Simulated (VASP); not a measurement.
Here is a VASP 6.6.1 calculation.

POSCAR

```
I
1.0
    0.0000000000      2.3656004428      3.9098401324
    2.1922454667      0.0000000000      3.9098401324
    2.1922454667      2.3656004428      0.0000000000
I
1
Direct
    0.0000000000      0.0000000000      0.0000000000
```

File INCAR.step1:

```
SYSTEM = I
  PREC = Accurate
  ENCUT = 520
  ISMEAR = -1
  SIGMA = 0.05
  LREAL = .FALSE.
  LASPH = .TRUE.
  NELM = 100
  NBANDS = 10
  GGA = PE
  ALGO = Normal
  EDIFF = 1E-4
  LWAVE = .TRUE.
  LCHARG = .FALSE.
```

INCAR.step2

```
SYSTEM = I
  PREC = Accurate
  ENCUT = 520
  EDIFF = 1E-6
  ISMEAR = -1
  SIGMA = 0.05
  LREAL = .FALSE.
  LASPH = .TRUE.
  NELM = 100
  ALGO = Normal
  ISIF = 2
  LWAVE = .FALSE.
  LCHARG = .TRUE.
  METAGGA = R2SCAN
  LMIXTAU = .TRUE.
  LELF = .TRUE.
  LVHAR = .TRUE.
  NBANDS = 10
  ISTART = 1
```

The input KPOINTS:

```
Automatic mesh
0
G
  5 5 5
  0 0 0
```

Potentials or basis: VASP PAW PBE potentials, release 64 (I).

Launch:

```console
$ cat potpaw_PBE.64/I/POTCAR > POTCAR
$ cp INCAR.step1 INCAR
$ mpirun -np 1 vasp_std > vasp.out
$ cp INCAR.step2 INCAR
$ mpirun -np 1 vasp_std > vasp.out
```

Task: What does it give for the pressure?

Result: -0.1 GPa.

Task: Predict the band gap on the k mesh.

Result: Zero (an odd number of electrons rules out a gap without spin polarisation).

Stress tensor (GPa, compression positive):
```
-0.78  0.00  0.00
 0.00  0.47  0.00
 0.00  0.00  0.02
```

Caveat: the k points lie up to 0.42 Å⁻¹ apart, too coarse for converged energies and pressures of a metal; the PAW data sets were made with another functional, which shifts forces and pressure a little; spin-orbit coupling is left out, which moves the levels of the heavy elements; an odd number of electrons without spin polarisation forces a metal; a magnetic or distorted state may lie lower.
